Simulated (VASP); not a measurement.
# Nd2AlAs3 (P6/mmm) in VASP: a series of runs

Runs on Nd2AlAs3. Level: PBE. Tasks: single point.

Program: VASP 6.6.1. These are calculated values, not measurements. Logs are shortened: lines on timing, memory, paths and dates and some standing lists are left out, and cuts for length are marked.

### 1 The cell of the first run

It takes space group P6/mmm (No. 191, hexagonal). Conventional cell: a = 6.560 Å, b = 6.560 Å, c = 3.550 Å, α = 90.00°, β = 90.00°, γ = 120.00°. Within 3.4 Å of Nd (site symmetry -6m2) lie 6 As at 2.60 Å. Al (site symmetry 6/mmm) has 2 Al at 3.55 Å and 12 As at 3.73 Å and 6 Nd at 3.79 Å within 4.7 Å. As (site symmetry mmm) has 4 Nd at 2.60 Å and 4 As at 3.28 Å within 3.4 Å.

### 2 Single point, PBE

The input, INCAR:

```
  ALGO = Normal
  EDIFF = 1E-6
  ENCUT = 520
  GGA = PE
  ISIF = 2
  ISMEAR = 0
  LASPH = T
  LCHARG = F
  LREAL = F
  LWAVE = F
  NBANDS = 32
  NELM = 100
  PREC = Accurate
  SIGMA = 0.1
```

The input, KPOINTS:

```
k-points
0
Gamma
  3 3 6
```

The input, POSCAR:

```
Nd2AlAs3
1.0
    6.5599607100      0.0000000000      0.0000000000
   -3.2799803500      5.6810926200      0.0000000000
    0.0000000000      0.0000000000      3.5499992400
Nd Al As
2 1 3
Direct
    0.3333333300      0.6666666700      0.0000000000
    0.6666666700      0.3333333300      0.0000000000
    0.0000000000      0.0000000000      0.0000000000
    0.5000000000      0.0000000000      0.5000000000
    0.5000000000      0.5000000000      0.5000000000
    0.0000000000      0.5000000000      0.5000000000
```

Potentials or basis: VASP PAW PBE potentials, release 64 (Nd, Al, As).

Run with:

```
> cat potpaw_PBE.64/Nd/POTCAR potpaw_PBE.64/Al/POTCAR potpaw_PBE.64/As/POTCAR > POTCAR
> mpirun -np 1 vasp_std > vasp.out
```

OUTCAR:

```text
EDIFF = 1E-6
   ENCUT = 520
   GGA = PE
   ISIF = 2
   ISMEAR = 0
   LASPH = T
   LREAL = F
   NELM = 100
   PREC = Accurate

 ion  position               nearest neighbor table
   1  0.333  0.667  0.000-   4 2.60   4 2.60   6 2.60   6 2.60   5 2.60   5 2.60
   2  0.667  0.333  0.000-   4 2.60   4 2.60   6 2.60   6 2.60   5 2.60   5 2.60
   3  0.000  0.000  0.000-
   4  0.500  0.000  0.500-   1 2.60   2 2.60   1 2.60   2 2.60
   5  0.500  0.500  0.500-   1 2.60   2 2.60   1 2.60   2 2.60
   6  0.000  0.500  0.500-   1 2.60   2 2.60   1 2.60   2 2.60

  LATTYP: Found a hexagonal cell.
 ALAT       =     6.5599607100
 C/A-ratio  =     0.5411616619

  Lattice vectors:

 A1 = (   6.5599607100,   0.0000000000,   0.0000000000)
 A2 = (  -3.2799803500,   5.6810926200,   0.0000000000)
 A3 = (   0.0000000000,   0.0000000000,   3.5499992400)

Analysis of symmetry for initial positions (statically):
=====================================================================
 Subroutine PRICEL returns:
 Original cell was already a primitive cell.

 Routine SETGRP: Setting up the symmetry group for a
 hexagonal supercell.

 Subroutine GETGRP returns: Found 24 space group operations
 (whereof 24 operations were pure point group operations)
 out of a pool of 24 trial point group operations.

The static configuration has the point symmetry D_6h.

Analysis of symmetry for dynamics (positions and initial velocities):
=====================================================================
 Subroutine PRICEL returns:
 Original cell was already a primitive cell.

 Routine SETGRP: Setting up the symmetry group for a
 hexagonal supercell.

 Subroutine GETGRP returns: Found 24 space group operations
 (whereof 24 operations were pure point group operations)
 out of a pool of 24 trial point group operations.

The dynamic configuration has the point symmetry D_6h.

 Subroutine INISYM returns: Found 24 space group operations
 (whereof 24 operations are pure point group operations),
 and found     1 'primitive' translations

----------------------------------------------------------------------------------------

                                     Primitive cell

  volume of cell :     132.3005

[... 82 lines left out ...]
   NELM   =    100;   NELMIN=  2; NELMDL= -5     # of ELM steps
   EDIFF  = 0.1E-05   stopping-criterion for ELM
   LREAL  =      F    real-space projection
   EDIFFG = 0.1E-04   stopping-criterion for IOM
   NSW    =      0    number of steps for IOM
   IBRION =     -1    ionic relax: 0-MD 1-quasi-New 2-CG
   NFREE  =      0    steps in history (QN), initial steepest desc. (CG)
   ISIF   =      2    stress and relaxation
   ISYM   =      2    0-nonsym 1-usesym 2-fastsym
   POTIM  = 0.5000    time-step for ionic-motion
   TEBEG  =    0.0;   TEEND  =   0.0 temperature during run
   PSTRESS=    0.0 pullay stress
   NELECT =      46.0000    total number of electrons
   NUPDOWN=      -1.0000    fix difference up-down
   EMIN   =  10.00;   EMAX   =-10.00  energy-range for DOS
   EFERMI =   0.00;   METHOD = LEGACY
   ISMEAR =     0;   SIGMA  =   0.10  broadening in eV -4-tet -1-fermi 0-gaus
   EFERMI_NEDOS =   21; number of points for ismear=-14 and -15
   IALGO  =     38    algorithm
   IMIX   =      4    mixing-type and parameters
     AMIX     =   0.40;   BMIX     =  1.00
     AMIX_MAG =   1.60;   BMIX_MAG =  1.00
  volume/ion in A,a.u.               =      22.05       148.80
  Fermi-wavevector in a.u.,A,eV,Ry     =   1.151172  2.175400 18.030408  1.325198
  Thomas-Fermi vector in A             =   2.287832
   LORBIT       =      0    0 simple, 1 ext, 2 COOP (PROOUT), +10 PAW based schemes
   GGA     = PE    functional components
   LHFCALC =     F    Hartree Fock is set to
   AEXX    =    0.0000 exact exchange contribution
   IVDW    =     0    specifies the selected vdW correction
   LEPSILON=     F    determine dielectric tensor
   LRPA    =     F    only Hartree local field effects (RPA)
 non-spin polarized calculation
 Gauss-broadening in eV      SIGMA  =   0.10
  energy-cutoff  :      520.00
  volume of cell :      132.30
 maximum number of plane-waves:      3582
 NGX is ok and might be reduce to    50
   NGX = 25   NGY = 25   NGZ = 13

 number of electron      46.0000001 magnetization

 Free energy of the ion-electron system (eV)
  ---------------------------------------------------
  ext. energy  EPLUGINS =         0.00000000
  ---------------------------------------------------
  free energy    TOTEN  =       -28.05577085 eV

  energy without entropy =      -27.89598380  energy(sigma->0) =      -27.97587733

 E-fermi :   5.5463     XC(G=0): -10.3826

 val. band max:        5.5323123198   @ k =   0.3333   0.3333   0.3333
 cond. band min:       5.5511569466   @ k =   0.3333   0.0000   0.1667
 fundamental gap:      0.0188446268
 Fermi energy:         5.5462625165

 k-point     1 :       0.0000    0.0000    0.0000
  band No.  band energies     occupation
      1     -30.8613      2.00000
      2     -30.7932      2.00000
      3     -12.9303      2.00000
      4     -12.9303      2.00000
      5     -12.2050      2.00000
      6     -12.2050      2.00000
[... 409 lines left out ...]
     31       5.8153      0.00014
     32       5.8189      0.00012

------------------------ aborting loop because EDIFF is reached ----------------------------------------

  FORCE on cell =-STRESS in cart. coord.  units (eV):
  Direction    XX          YY          ZZ          XY          YZ          ZX
  --------------------------------------------------------------------------------------
  -------------------------------------------------------------------------------------
  Total       12.6496594     12.6496594     29.3903436      0.0000000     -0.0000000      0.0000000
  in kB      153.1891643    153.1891642    355.9212170      0.0000001     -0.0000000      0.0000000
  external PRESSURE =     220.7665152 kB  Pullay stress =       0.0000000 kB

 VOLUME and BASIS-vectors are now :
 -----------------------------------------------------------------------------
  energy-cutoff  :      520.00
  volume of cell :      132.30
      direct lattice vectors                 reciprocal lattice vectors
     6.559960710  0.000000000  0.000000000     0.152439937  0.088011239  0.000000000
    -3.279980350  5.681092620  0.000000000     0.000000000  0.176022478  0.000000000
     0.000000000  0.000000000  3.549999240     0.000000000  0.000000000  0.281690201

 POSITION                                       TOTAL-FORCE (eV/Angst)
 -----------------------------------------------------------------------------------
     -0.00000      3.78740      0.00000         0.000000      0.000000      0.000000
      3.27998      1.89370      0.00000        -0.000000     -0.000000     -0.000000
      0.00000      0.00000      0.00000         0.000000      0.000000     -0.000000
      3.27998      0.00000      1.77500         0.000000      0.000000     -0.000000
      1.63999      2.84055      1.77500         0.000000      0.000000     -0.000000
     -1.63999      2.84055      1.77500         0.000000      0.000000     -0.000000
 -----------------------------------------------------------------------------------
    total drift:                               -0.000000      0.000000     -0.000000

  FREE ENERGIE OF THE ION-ELECTRON SYSTEM (eV)
  ---------------------------------------------------
  free  energy   TOTEN  =       -28.0557708511 eV

  energy  without entropy=      -27.8959838017  energy(sigma->0) =      -27.97587733
```

OSZICAR:

```text
N       E                     dE             d eps       ncg     rms          rms(c)
DAV:   1     0.514455312726E+03    0.51446E+03   -0.16279E+04   872   0.307E+03
DAV:   2     0.888501115428E+02   -0.42561E+03   -0.40371E+03  1008   0.448E+02
DAV:   3    -0.199272762681E+02   -0.10878E+03   -0.10142E+03  1504   0.287E+02
DAV:   4    -0.359961827892E+02   -0.16069E+02   -0.15653E+02  1496   0.109E+02
[... 27 lines left out ...]
DAV:  32    -0.280557878291E+02    0.55242E-05   -0.84409E-05  1256   0.885E-02    0.144E-01
DAV:  33    -0.280557853812E+02    0.24478E-05   -0.11847E-05   992   0.232E-02    0.131E-01
DAV:  34    -0.280557726368E+02    0.12744E-04   -0.85598E-05  1352   0.129E-01    0.116E-01
DAV:  35    -0.280557709261E+02    0.17107E-05   -0.86029E-06   984   0.180E-02    0.629E-02
DAV:  36    -0.280557708511E+02    0.75034E-07   -0.23707E-06   656   0.155E-02
   1 F= -.28055771E+02 E0= -.27975877E+02  d E =-.159787E+00
```

stdout:

```text
POSCAR found type information on POSCAR NdAlAs
 POSCAR found :  3 types and       6 ions
 scaLAPACK will be used
 LDA part: xc-table for (Slater+PW92), standard interpolation
 POSCAR, INCAR and KPOINTS ok, starting setup
 FFT: planning ... GRIDC
 FFT: planning ... GRID_SOFT
 FFT: planning ... GRID
 WAVECAR not read
 entering main loop
```

It took 5.4 min on 1 thread of AMD EPYC 7R43 (Zen 3), shared host; peak memory 0.28 GiB.

Results:

```yaml
Free_energy: -28.0558 eV
Pressure: 22.1 GPa
Band_gap_on_the_k_mesh: zero (band 23 reaches 5.58 eV, above the bottom of band 24 at 5.50 eV)
```

Caveat: the k points lie up to 0.37 Å⁻¹ apart; spin-orbit coupling is left out, which moves the levels of the heavy elements; without U or exact exchange the open f shell lies at the Fermi level, which spoils levels, moments and volumes.

### 3 Single point, PBE

This run uses another cell than the first one, of 28.28 Å³/atom, 1.282 times its volume.

The input, INCAR:

```
PREC = Accurate
ENCUT = 520
EDIFF = 1E-6
ISMEAR = 0
SIGMA = 0.1
LREAL = False
LASPH = True
NELM = 100
ALGO = Normal
ISIF = 2
LWAVE = False
LCHARG = False
GGA = PE
NBANDS = 32
```

The input, KPOINTS:

```
Automatic mesh
0
Gamma
  3 3 6
```

The input, POSCAR:

```
Nd2AlAs3
1.0
    6.6463622407     -0.0000000029      0.0000000000
   -3.3231811178      5.7559185447      0.0000000000
    0.0000000000      0.0000000000      4.4347052443
Nd Al As
2 1 3
Direct
    0.3333333333      0.6666666667      0.0000000000
    0.6666666667      0.3333333333      0.0000000000
    0.0000000000      0.0000000000      0.0000000000
    0.5000000000      0.0000000000      0.5000000000
    0.5000000000      0.5000000000      0.5000000000
    0.0000000000      0.5000000000      0.5000000000
```

Potentials or basis: VASP PAW PBE potentials, release 64 (Nd, Al, As).

Run with:

```
> cat potpaw_PBE.64/Nd/POTCAR potpaw_PBE.64/Al/POTCAR potpaw_PBE.64/As/POTCAR > POTCAR
> mpirun -np 1 vasp_std > vasp.out
```

OUTCAR:

```text
PREC = Accurate
   ENCUT = 520
   EDIFF = 1E-6
   ISMEAR = 0
   LREAL = False
   LASPH = True
   NELM = 100
   ISIF = 2
   GGA = PE

 ion  position               nearest neighbor table
   1  0.333  0.667  0.000-   6 2.93   6 2.93   4 2.93   4 2.93   5 2.93   5 2.93
   2  0.667  0.333  0.000-   6 2.93   6 2.93   4 2.93   4 2.93   5 2.93   5 2.93
   3  0.000  0.000  0.000-
   4  0.500  0.000  0.500-   1 2.93   2 2.93   1 2.93   2 2.93
   5  0.500  0.500  0.500-   1 2.93   2 2.93   1 2.93   2 2.93
   6  0.000  0.500  0.500-   1 2.93   2 2.93   1 2.93   2 2.93

  LATTYP: Found a hexagonal cell.
 ALAT       =     6.6463622407
 C/A-ratio  =     0.6672379692

  Lattice vectors:

 A1 = (   6.6463622407,  -0.0000000029,   0.0000000000)
 A2 = (  -3.3231811178,   5.7559185447,   0.0000000000)
 A3 = (   0.0000000000,   0.0000000000,   4.4347052443)

Analysis of symmetry for initial positions (statically):
=====================================================================
 Subroutine PRICEL returns:
 Original cell was already a primitive cell.

 Routine SETGRP: Setting up the symmetry group for a
 hexagonal supercell.

 Subroutine GETGRP returns: Found 24 space group operations
 (whereof 24 operations were pure point group operations)
 out of a pool of 24 trial point group operations.

The static configuration has the point symmetry D_6h.

Analysis of symmetry for dynamics (positions and initial velocities):
=====================================================================
 Subroutine PRICEL returns:
 Original cell was already a primitive cell.

 Routine SETGRP: Setting up the symmetry group for a
 hexagonal supercell.

 Subroutine GETGRP returns: Found 24 space group operations
 (whereof 24 operations were pure point group operations)
 out of a pool of 24 trial point group operations.

The dynamic configuration has the point symmetry D_6h.
[... 113 lines left out ...]
     AMIX     =   0.40;   BMIX     =  1.00
     AMIX_MAG =   1.60;   BMIX_MAG =  1.00
  volume/ion in A,a.u.               =      28.28       190.81
  Fermi-wavevector in a.u.,A,eV,Ry     =   1.059594  2.002343 15.275808  1.122740
  Thomas-Fermi vector in A             =   2.194945
   LORBIT       =      0    0 simple, 1 ext, 2 COOP (PROOUT), +10 PAW based schemes
   GGA     = PE    functional components
   LHFCALC =     F    Hartree Fock is set to
   AEXX    =    0.0000 exact exchange contribution
   IVDW    =     0    specifies the selected vdW correction
   LEPSILON=     F    determine dielectric tensor
   LRPA    =     F    only Hartree local field effects (RPA)
 non-spin polarized calculation
 Gauss-broadening in eV      SIGMA  =   0.10
  energy-cutoff  :      520.00
  volume of cell :      169.65
 maximum number of plane-waves:      4624
 NGX is ok and might be reduce to    50
   NGX = 25   NGY = 25   NGZ = 17

 number of electron      46.0000000 magnetization

 Free energy of the ion-electron system (eV)
  ---------------------------------------------------
  ext. energy  EPLUGINS =         0.00000000
  ---------------------------------------------------
  free energy    TOTEN  =       -30.39366578 eV

  energy without entropy =      -30.15351131  energy(sigma->0) =      -30.27358854

 E-fermi :   3.7791     XC(G=0):  -9.3616

 val. band max:        3.7595988745   @ k =   0.3333  -0.0000   0.3333
 cond. band min:       3.7832772190   @ k =   0.3333  -0.0000   0.0000
 fundamental gap:      0.0236783445
 Fermi energy:         3.7790612126

 k-point     1 :       0.0000    0.0000    0.0000
  band No.  band energies     occupation
      1     -33.0055      2.00000
      2     -32.9645      2.00000
      3     -14.4995      2.00000
      4     -14.4995      2.00000
      5     -14.3425      2.00000
      6     -14.2105      2.00000
[... 409 lines left out ...]
     31       4.0243      0.00052
     32       4.0245      0.00052

------------------------ aborting loop because EDIFF is reached ----------------------------------------

  FORCE on cell =-STRESS in cart. coord.  units (eV):
  Direction    XX          YY          ZZ          XY          YZ          ZX
  --------------------------------------------------------------------------------------
  -------------------------------------------------------------------------------------
  Total       -3.2339509     -3.2339509     -5.7034493     -0.0000000     -0.0000000      0.0000000
  in kB      -30.5408133    -30.5408133    -53.8622838     -0.0000000     -0.0000000      0.0000000
  external PRESSURE =     -38.3146368 kB  Pullay stress =       0.0000000 kB

 VOLUME and BASIS-vectors are now :
 -----------------------------------------------------------------------------
  energy-cutoff  :      520.00
  volume of cell :      169.65
      direct lattice vectors                 reciprocal lattice vectors
     6.646362241 -0.000000003  0.000000000     0.150458245  0.086867108  0.000000000
    -3.323181118  5.755918545  0.000000000     0.000000000  0.173734217  0.000000000
     0.000000000  0.000000000  4.434705244     0.000000000  0.000000000  0.225494130

 POSITION                                       TOTAL-FORCE (eV/Angst)
 -----------------------------------------------------------------------------------
      0.00000      3.83728      0.00000        -0.000000      0.000000      0.000000
      3.32318      1.91864      0.00000         0.000000     -0.000000      0.000000
      0.00000      0.00000      0.00000        -0.000000     -0.000000      0.000000
      3.32318     -0.00000      2.21735        -0.000000     -0.000000      0.000000
      1.66159      2.87796      2.21735        -0.000000     -0.000000      0.000000
     -1.66159      2.87796      2.21735        -0.000000     -0.000000      0.000000
 -----------------------------------------------------------------------------------
    total drift:                               -0.000000     -0.000000     -0.000000

  FREE ENERGIE OF THE ION-ELECTRON SYSTEM (eV)
  ---------------------------------------------------
  free  energy   TOTEN  =       -30.3936657787 eV

  energy  without entropy=      -30.1535113066  energy(sigma->0) =      -30.27358854
```

Run time: 7.3 min. Hardware: 1 thread of AMD EPYC 7R43 (Zen 3), shared host; peak memory 0.29 GiB.

Results:

| Item | Value |
| --- | --- |
| Free energy | -30.3937 eV |
| Pressure | -3.8 GPa |
| Band gap on the k mesh | zero (band 23 reaches 3.81 eV, above the bottom of band 24 at 3.75 eV) |

Caveat: the k points lie up to 0.36 Å⁻¹ apart; spin-orbit coupling is left out, which moves the levels of the heavy elements; without U or exact exchange the open f shell lies at the Fermi level, which spoils levels, moments and volumes.

(Continued in part 2 of 2.)
